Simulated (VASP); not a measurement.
Runs of VASP 6.6.1 on Ge. The structure is that of space group Ibca (No. 73), or close to it. The cells are those of the table. 

```csv
cell,gap on the mesh (eV),pressure (GPa),largest force (eV/Å)
"a = 5.952 Å, angles 111.1, 111.1, 106.2°, 8 atoms",none,2.5,0.38
"a = 5.890 Å, angles 110.3, 110.3, 107.8°, 8 atoms",none,(a),0.30
"a = 6.040 Å, angles 108.7, 108.7, 111.1°, 8 atoms",none,-1.0,0.16
"a = 6.011 Å, angles 110.7, 110.7, 107.0°, 8 atoms",none,0.1,0.24
```

Alike in all rows: task single point; level PBEsol; potentials or basis VASP PAW PBE potentials, release 64 (Ge_d); no spin polarisation; k mesh 8 × 8 × 8; cutoff (eV) 520; smearing gaussian 0.15 eV.

**Question.** Fill in the values left out.

**Answer.** (a) 4.9.

Caveats: semilocal functionals underestimate gaps, and a narrow one can read as zero; the PAW data sets were made with another functional, which shifts forces and pressure a little; the stress differs along the axes, from -2 to 5 GPa (at least some runs); the cell stands under pressure (at least some runs).

A k mesh can miss the band edges, and the runs leave out spin-orbit coupling on Ge.

A gap of «none» marks levels without a gap at the run's occupations.
